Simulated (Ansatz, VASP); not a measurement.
## One calculation of Hf, two programs

INCAR

```
SYSTEM = Hf
PREC = Accurate
ENCUT = 520
EDIFF = 1E-6
ISMEAR = 0
SIGMA = 0.15
LREAL = .FALSE.
LASPH = .TRUE.
NELM = 60
ALGO = Fast
ISIF = 2
LWAVE = .FALSE.
LCHARG = .TRUE.
GGA = PE
LELF = .TRUE.
LVHAR = .TRUE.
NBANDS = 17
```

File KPOINTS:

```
Automatic mesh
0
G
  18 18 10
  0 0 0
```

Contents of POSCAR:

```
Hf
1.0
    3.1966985242      0.0000000000      0.0000000000
   -1.5983492621      2.7684221302      0.0000000000
    0.0000000000      0.0000000000      4.6784650000
Hf
2
Direct
    0.3333333333      0.6666666667      0.2500000000
    0.6666666667      0.3333333333      0.7500000000
```

Input for Ansatz:

```yaml
crystal:
  lattice:
    - [3.1966985242, 0.0, 0.0]
    - [-1.5983492621, 2.7684221302, 0.0]
    - [0.0, 0.0, 4.678465]
  atoms:
    - { symbol: Hf, position: [0.3333333333, 0.6666666667, 0.25] }
    - { symbol: Hf, position: [0.6666666667, 0.3333333333, 0.75] }
basis:
  ecutwfc: 420
kpoints:
  mp_grid: { grid: [18, 18, 10] }
hamiltonian:
  xc: pbe
scf:
  occupations: { method: gaussian, width: 0.15 }
output:
  forces: true
  stress: true
  eigenvalues: true
  write_density: true
  write_potential: true
  elf: true
  volumetric_format: npy
```

Change from the starting cell: strain -0.0750 x Voigt [0, 0, 1, 0, 0, 0], atoms carried along.

Alike in both runs: task single point; functional PBE; k mesh 18 × 18 × 10; occupations gaussian, width 0.15 eV; no spin polarisation.

|  | VASP | Ansatz |
| --- | --- | --- |
| version | VASP 6.6.1 | Ansatz 0.2.0 |
| potentials or method | VASP PAW PBE potentials, release 64 (Hf_pv), cutoff 520 eV | scalar-relativistic, plane waves, PAW |
| valence electrons in the cell | 20 | 52 |

Ansatz gave:

```
gap on the k mesh at the Fermi level (eV)                     : none
pressure (GPa)                                                : 11.2
traceless stress, the component that is largest in VASP (GPa) : 7.81
```

Q: Estimate VASP's values.

A: gap on the k mesh at the Fermi level (eV): none; pressure (GPa): 10.7; traceless stress, the component that is largest in VASP (GPa): 7.74.

A gap of «none» marks a metal or a gap that the smearing closes. VASP's potentials hold 20 valence electrons a cell and Ansatz's 52, so a difference there can come from the potentials and not from the codes.

Spin-orbit coupling is off throughout.
